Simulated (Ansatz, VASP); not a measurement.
## SiO2: VASP beside Ansatz

```
Si O
1.0
     4.90800    0.00000    0.00000
     0.00000    4.90800    0.00000
     0.00000    0.00000    6.78400
Si O
4 8
Direct
  0.30830 0.30830 0.00000
  0.19170 0.80830 0.25000
  0.69170 0.69170 0.50000
  0.80830 0.19170 0.75000
  0.23870 0.11610 0.18650
  0.38390 0.73870 0.43650
  0.76130 0.88390 0.68650
  0.61610 0.26130 0.93650
  0.73870 0.38390 0.56350
  0.88390 0.76130 0.31350
  0.26130 0.61610 0.06350
  0.11610 0.23870 0.81350
```

Alike in both runs: task electric field gradients; functional PBE; k mesh 5 × 5 × 4; occupations fermi-dirac, width 0.02 eV; no spin polarisation.

|  | VASP | Ansatz |
| --- | --- | --- |
| version | VASP 6.6.1 | Ansatz 0.2.0 |
| potentials or method | VASP PAW PBE potentials, release 64 (Si, O) | plane-wave PAW, scalar-relativistic |
| plane-wave cutoff (eV) | 520 | 420 |
| valence electrons in the cell | 64 | 64 |

Ansatz gave:

| Quantity | Value |
| --- | --- |
| gap on the k mesh at the Fermi level (eV) | 5.88 |
| pressure (GPa) | 9.5 |
| traceless stress, the component that is largest in VASP (GPa) | -2.29 |
| rms of the force components (eV/Å) | 0.495 |
| size of Vzz on the site where it differs most (V/Å²) | 90.6 |

**Question.** What did VASP give for the same quantities?

**Answer.** gap on the k mesh at the Fermi level (eV): 5.88; pressure (GPa): 9.7; traceless stress, the component that is largest in VASP (GPa): -2.37; rms of the force components (eV/Å): 0.497; size of Vzz on the site where it differs most (V/Å²): 83.2.

Atom by atom the forces differ by 0.009 eV/Å (rms over components).
